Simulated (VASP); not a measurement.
# InH2 (P-4m2) in VASP: notebook

Runs on InH2. Level: PBE. Tasks: relaxation of cell and atoms, single point.

Everything below comes from runs of VASP 6.6.1. Logs are shortened: lines on timing, memory, paths and dates and some standing lists are left out, and cuts for length are marked.

### Step 1. The cell of the first run

Symmetry: P-4m2, No. 115, tetragonal system. Conventional cell: a = 3.443 Å, b = 3.443 Å, c = 3.827 Å, α = 90.00°, β = 90.00°, γ = 90.00°. Within 2.4 Å of In (site symmetry -4m2) lie 4 H at 1.79 Å. H (site symmetry 2mm) has 2 In at 1.79 Å within 2.4 Å.

The cell was built from a structure type or drawn by symmetry, and may not be a known phase.

### Step 2. Relaxation of cell and atoms, PBE

Input file INCAR:

```
PREC     = Accurate       # precision mode
ENCUT    = 600            # plane-wave cutoff, eV
EDIFF    = 1E-6           # SCF threshold, eV
ISMEAR   = 0              # smearing method
SIGMA    = 0.1            # smearing width, eV
LREAL    = False          # projectors in reciprocal space
LASPH    = True           # aspherical terms in the spheres
NELM     = 60             # most SCF steps
ALGO     = Normal         # electronic algorithm
ISIF     = 3              # what is computed and relaxed
LWAVE    = False          # write WAVECAR
LCHARG   = False          # write CHGCAR
GGA      = PE             # functional
IBRION   = 2              # ionic algorithm
NSW      = 90             # ionic steps
EDIFFG   = -0.04          # ionic threshold
```

Input file KPOINTS:

```
regular mesh
0
Gamma
  6 6 4
```

Input file POSCAR:

```
InH2
1.0
    3.4432146400      0.0000000000      0.0000000000
    0.0000000000      3.4432146400      0.0000000000
    0.0000000000      0.0000000000      3.8265755400
In H
1 2
Direct
    0.5000000000      0.5000000000      0.0000000000
    0.0000000000      0.5000000000      0.8709623000
    0.5000000000      0.0000000000      0.1290377000
```

Potentials or basis: VASP PAW PBE potentials, release 64 (In_d, H).

Launch:

```bash
cat potpaw_PBE.64/In_d/POTCAR potpaw_PBE.64/H/POTCAR > POTCAR
mpirun -np 1 vasp_std > vasp.out
```

OUTCAR:

```text
PREC = Accurate
   ENCUT = 600
   EDIFF = 1E-6
   ISMEAR = 0
   LREAL = False
   LASPH = True
   NELM = 60
   ISIF = 3
   GGA = PE
   IBRION = 2
   NSW = 90
   EDIFFG = -0.04

 ion  position               nearest neighbor table
   1  0.500  0.500  0.000-   2 1.79   3 1.79   3 1.79   2 1.79
   2  0.000  0.500  0.871-   1 1.79   1 1.79
   3  0.500  0.000  0.129-   1 1.79   1 1.79

  LATTYP: Found a simple tetragonal cell.
 ALAT       =     3.4432146400
 C/A-ratio  =     1.1113380780

  Lattice vectors:

 A1 = (   3.4432146400,   0.0000000000,   0.0000000000)
 A2 = (   0.0000000000,   3.4432146400,   0.0000000000)
 A3 = (   0.0000000000,   0.0000000000,   3.8265755400)

Analysis of symmetry for initial positions (statically):
=====================================================================
 Subroutine PRICEL returns:
 Original cell was already a primitive cell.

 Routine SETGRP: Setting up the symmetry group for a
 simple tetragonal supercell.

 Subroutine GETGRP returns: Found  8 space group operations
 (whereof  8 operations were pure point group operations)
 out of a pool of 16 trial point group operations.

The static configuration has the point symmetry D_2d.

Analysis of symmetry for dynamics (positions and initial velocities):
=====================================================================
 Subroutine PRICEL returns:
 Original cell was already a primitive cell.

 Routine SETGRP: Setting up the symmetry group for a
 simple tetragonal supercell.

 Subroutine GETGRP returns: Found  8 space group operations
 (whereof  8 operations were pure point group operations)
 out of a pool of 16 trial point group operations.

The dynamic configuration has the point symmetry D_2d.

 Subroutine INISYM returns: Found  8 space group operations
 (whereof  8 operations are pure point group operations),
 and found     1 'primitive' translations

----------------------------------------------------------------------------------------

                                     Primitive cell

  volume of cell :      45.3668

  direct lattice vectors                    reciprocal lattice vectors
     3.443214640  0.000000000  0.000000000     0.290426274  0.000000000  0.000000000
     0.000000000  3.443214640  0.000000000     0.000000000  0.290426274  0.000000000
     0.000000000  0.000000000  3.826575540     0.000000000  0.000000000  0.261330265

  length of vectors
     3.443214640  3.443214640  3.826575540     0.290426274  0.290426274  0.261330265

  position of ions in fractional coordinates (direct lattice)
     0.500000000  0.500000000  0.000000000
     0.000000000  0.500000000  0.870962300
     0.500000000  0.000000000  0.129037700

  ion indices of the primitive-cell ions
   primitive index   ion index
                 1           1
                 2           2
                 3           3

----------------------------------------------------------------------------------------

 KPOINTS: regular mesh

Automatic generation of k-mesh.
 Grid dimensions read from file:
 generate k-points for:    6    6    4

 Generating k-lattice:

  Cartesian coordinates                     Fractional coordinates (reciprocal lattice)
     0.048404379  0.000000000  0.000000000     0.166666667  0.000000000  0.000000000
     0.000000000  0.048404379  0.000000000     0.000000000  0.166666667  0.000000000
     0.000000000  0.000000000  0.065332566     0.000000000  0.000000000  0.250000000

  Length of vectors
     0.048404379  0.048404379  0.065332566

  Shift w.r.t. Gamma in fractional coordinates (k-lattice)
     0.000000000  0.000000000  0.000000000

 Subroutine IBZKPT returns following result:
 ===========================================

 Found     30 irreducible k-points:

 Following reciprocal coordinates:
            Coordinates               Weight
  0.000000  0.000000  0.000000      1.000000
  0.166667  0.000000  0.000000      4.000000
  0.333333  0.000000  0.000000      4.000000
  0.500000  0.000000  0.000000      2.000000
  0.166667  0.166667  0.000000      4.000000
  0.333333  0.166667  0.000000      8.000000
[... 16 lines left out ...]
  0.333333  0.000000  0.500000      4.000000
  0.500000  0.000000  0.500000      2.000000
 [... further k-points ...]
   k-points           NKPTS =     30   k-points in BZ     NKDIM =     30   number of bands    NBANDS=     11
   number of dos      NEDOS =    301   number of ions     NIONS =      3
   total plane-waves  NPLWV =  25088
   dimension x,y,z NGX =    28 NGY =   28 NGZ =   32
   dimension x,y,z NGXF=    56 NGYF=   56 NGZF=   64
   ions per type =               1   2
   NGX,Y,Z   is equivalent  to a cutoff of  13.52, 13.52, 13.90 a.u.
   NGXF,Y,Z  is equivalent  to a cutoff of  27.04, 27.04, 27.80 a.u.
 SYSTEM =  unknown system
   PREC   = accura    normal or accurate (medium, high low for compatibility)
   ISTART =      0    job   : 0-new  1-cont  2-samecut
   ICHARG =      2    charge: 1-file 2-atom 10-const
   ISPIN  =      1    spin polarized calculation?
   LNONCOLLINEAR =      F non collinear calculations
   LSORBIT =      F    spin-orbit coupling
   LASPH  =      T    aspherical Exc in radial PAW
   ENCUT  =  600.0 eV  44.10 Ry    6.64 a.u.   6.88  6.88  7.64*2*pi/ulx,y,z
   NELM   =     60;   NELMIN=  2; NELMDL= -5     # of ELM steps
   EDIFF  = 0.1E-05   stopping-criterion for ELM
   LREAL  =      F    real-space projection
   EDIFFG = -.4E-01   stopping-criterion for IOM
   NSW    =     90    number of steps for IOM
   IBRION =      2    ionic relax: 0-MD 1-quasi-New 2-CG
   NFREE  =      1    steps in history (QN), initial steepest desc. (CG)
   ISIF   =      3    stress and relaxation
   ISYM   =      2    0-nonsym 1-usesym 2-fastsym
   POTIM  = 0.5000    time-step for ionic-motion
   TEBEG  =    0.0;   TEEND  =   0.0 temperature during run
   PSTRESS=    0.0 pullay stress
   NELECT =      15.0000    total number of electrons
   NUPDOWN=      -1.0000    fix difference up-down
   EMIN   =  10.00;   EMAX   =-10.00  energy-range for DOS
   EFERMI =   0.00;   METHOD = LEGACY
   ISMEAR =     0;   SIGMA  =   0.10  broadening in eV -4-tet -1-fermi 0-gaus
   EFERMI_NEDOS =   21; number of points for ismear=-14 and -15
   IALGO  =     38    algorithm
   IMIX   =      4    mixing-type and parameters
     AMIX     =   0.40;   BMIX     =  1.00
     AMIX_MAG =   1.60;   BMIX_MAG =  1.00
  volume/ion in A,a.u.               =      15.12       102.05
  Fermi-wavevector in a.u.,A,eV,Ry     =   1.132033  2.139232 17.435849  1.281499
  Thomas-Fermi vector in A             =   2.268733
   LORBIT       =      0    0 simple, 1 ext, 2 COOP (PROOUT), +10 PAW based schemes
   GGA     = PE    functional components
   LHFCALC =     F    Hartree Fock is set to
   AEXX    =    0.0000 exact exchange contribution
   IVDW    =     0    specifies the selected vdW correction
   LEPSILON=     F    determine dielectric tensor
   LRPA    =     F    only Hartree local field effects (RPA)
 conjugate gradient relaxation of ions
 non-spin polarized calculation
 Gauss-broadening in eV      SIGMA  =   0.10
  energy-cutoff  :      600.00
  volume of cell :       45.37
 maximum number of plane-waves:      1536
 NGX is ok and might be reduce to    28
   NGX = 13   NGY = 13   NGZ = 15

--------------------------------------- Ionic step        1  -------------------------------------------

 number of electron      15.0000001 magnetization

 Free energy of the ion-electron system (eV)
  ---------------------------------------------------
  ext. energy  EPLUGINS =         0.00000000
  ---------------------------------------------------
  free energy    TOTEN  =        -7.62996861 eV

  energy without entropy =       -7.62402617  energy(sigma->0) =       -7.62699739

------------------------ aborting loop because EDIFF is reached ----------------------------------------

  FORCE on cell =-STRESS in cart. coord.  units (eV):
  Direction    XX          YY          ZZ          XY          YZ          ZX
  --------------------------------------------------------------------------------------
  -------------------------------------------------------------------------------------
  Total        4.3716075      4.3716075     -0.1266561      0.0000000      0.0000000      0.0000000
  in kB      154.3878999    154.3878999     -4.4729915      0.0000000      0.0000000      0.0000000
  external PRESSURE =     101.4342694 kB  Pullay stress =       0.0000000 kB
[... 92 lines left out ...]
  FREE ENERGIE OF THE ION-ELECTRON SYSTEM (eV)
  ---------------------------------------------------
  free  energy   TOTEN  =        -8.0198636991 eV

  energy  without entropy=       -8.0087075770  energy(sigma->0) =       -8.01428564

 E-fermi :   4.5809     XC(G=0):  -9.0684

 val. band max:        4.3285694296   @ k =   0.1667   0.1667   0.0000
 cond. band min:       4.6602373633   @ k =   0.5000   0.1667   0.2500
 fundamental gap:      0.3316679337
 Fermi energy:         4.5809202764

 k-point     1 :       0.0000    0.0000    0.0000
  band No.  band energies     occupation
      1     -11.0379      2.00000
      2     -10.5090      2.00000
      3     -10.0760      2.00000
      4      -9.8371      2.00000
      5      -9.8371      2.00000
      6      -5.6721      2.00000
      7       2.9550      2.00000
      8       6.6433      0.00000
      9       6.6433      0.00000
     10       9.0034      0.00000
     11      16.1011      0.00000
[... 309 lines left out ...]
 k-point    24 :       0.5000    0.0000    0.5000
  band No.  band energies     occupation
      1     -10.5453      2.00000
      2     -10.4389      2.00000
      3     -10.2302      2.00000
      4     -10.0303      2.00000
      5      -9.6211      2.00000
      6       0.1768      2.00000
      7       0.9585      2.00000
      8       3.0076      2.00000
      9       7.7856      0.00000
     10      10.2982      0.00000
     11      12.2179      0.00000

 [... further k-points ...]

[... ionic steps 4 to 12 ...]

--------------------------------------- Ionic step       13  -------------------------------------------

 number of electron      14.9999992 magnetization

------------------------ aborting loop because EDIFF is reached ----------------------------------------

  FORCE on cell =-STRESS in cart. coord.  units (eV):
  Direction    XX          YY          ZZ          XY          YZ          ZX
  --------------------------------------------------------------------------------------
  -------------------------------------------------------------------------------------
  Total        0.2854868      0.2854868      0.0178218      0.0000000     -0.0000000      0.0000000
  in kB       10.5202902     10.5202902      0.6567391      0.0000000     -0.0000000      0.0000000
  external PRESSURE =       7.2324398 kB  Pullay stress =       0.0000000 kB
[... 59 lines left out ...]
  energy  without entropy=       -8.1756441551  energy(sigma->0) =       -8.17885976

--------------------------------------- Ionic step       15  -------------------------------------------

 number of electron      14.9999988 magnetization

 Free energy of the ion-electron system (eV)
  ---------------------------------------------------
  ext. energy  EPLUGINS =         0.00000000
  ---------------------------------------------------
  free energy    TOTEN  =        -8.19154606 eV

  energy without entropy =       -8.18526187  energy(sigma->0) =       -8.18840397

 E-fermi :   3.7511     XC(G=0):  -8.5463

 val. band max:        3.5021882644   @ k =   0.5000   0.5000   0.5000
 cond. band min:       3.7731280084   @ k =   0.5000   0.1667   0.2500
 fundamental gap:      0.2709397440
 Fermi energy:         3.7510624141

 k-point     1 :       0.0000    0.0000    0.0000
  band No.  band energies     occupation
      1     -11.4301      2.00000
      2     -11.3182      2.00000
      3     -10.9263      2.00000
      4     -10.8538      2.00000
      5     -10.8538      2.00000
      6      -5.8799      2.00000
      7       2.1947      2.00000
      8       6.2788      0.00000
      9       6.2788      0.00000
     10       8.2083      0.00000
     11      12.1797      0.00000
[... 352 lines left out ...]
  FREE ENERGIE OF THE ION-ELECTRON SYSTEM (eV)
  ---------------------------------------------------
  free  energy   TOTEN  =        -8.1915460646 eV

  energy  without entropy=       -8.1852618702  energy(sigma->0) =       -8.18840397

 reached required accuracy - stopping structural energy minimisation
```

It took 3.3 min on 1 thread of Intel Xeon 8259CL, shared host; peak memory 0.18 GiB.

Results:

```yaml
Free_energy: -8.1915 eV
Relaxed_volume: 14.60 Å³/atom
Relaxed_cell: a = 3.806 Å, b = 3.806 Å, c = 3.023 Å, α = 90.00°, β = 90.00°, γ = 90.00°
Space_group_after_relaxing_to_0.1_Å: P-4m2 (No. 115)
Energy_gained_by_relaxing: 187.2 meV/atom
Ionic_steps: 15
Pressure_after_relaxing: 0.2 GPa
Largest_force_after_relaxing: 0.015 eV/Å
Band_gap_on_the_k_mesh: zero (an odd number of electrons rules out a gap without spin polarisation)
```

Forces on the atoms (eV/Å):
```
In   0.000  0.000  0.000
H    0.000  0.000 -0.015
H    0.000  0.000  0.015
```

Step by step:
| step | energy change (eV) | largest force (eV/Å) | pressure (GPa) | volume (Å³) |
| --- | --- | --- | --- | --- |
| 1 | 0.0000 | 0.6883 | 10.14 | 45.37 |
| 2 | -0.3674 | 0.2085 | 1.14 | 51.86 |
| 3 | -0.3899 | 0.1418 | -0.37 | 53.70 |
| 4 | -0.3918 | 0.1259 | -0.82 | 54.37 |
| 5 | -0.3918 | 0.1221 | -0.95 | 54.56 |
| 6 | -0.4038 | 0.1127 | -1.00 | 53.84 |
| 7 | -0.4402 | 0.0925 | -0.88 | 51.68 |
| 8 | -0.5117 | 0.0764 | -0.18 | 47.37 |
| 9 | -0.3646 | 0.0965 | 6.03 | 38.72 |
| 10 | -0.5333 | 0.0782 | -0.15 | 45.97 |
| 11 | -0.5524 | 0.0169 | 1.48 | 42.35 |
| 12 | -0.5587 | 0.0538 | 0.54 | 43.87 |
| 13 | -0.5597 | 0.0453 | 0.72 | 43.48 |
| 14 | -0.5521 | 0.0495 | -0.92 | 44.50 |
| 15 | -0.5616 | 0.0149 | 0.17 | 43.79 |

Final structure:
```
CELL_PARAMETERS angstrom
3.80587 0.00000 0.00000
0.00000 3.80587 0.00000
0.00000 0.00000 3.02333
ATOMIC_POSITIONS crystal
In 0.50000 0.50000 0.00000
H 0.00000 0.50000 0.83072
H 0.50000 0.00000 0.16928
```

Caveat: the k points lie up to 0.52 Å⁻¹ apart in the final cell, too coarse for converged energies and pressures of a metal; a cell axis changed by over 15 % at a fixed basis, so the end point is rough; spin-orbit coupling is left out, which moves the levels of the heavy elements.

[end of part 1 of 2]
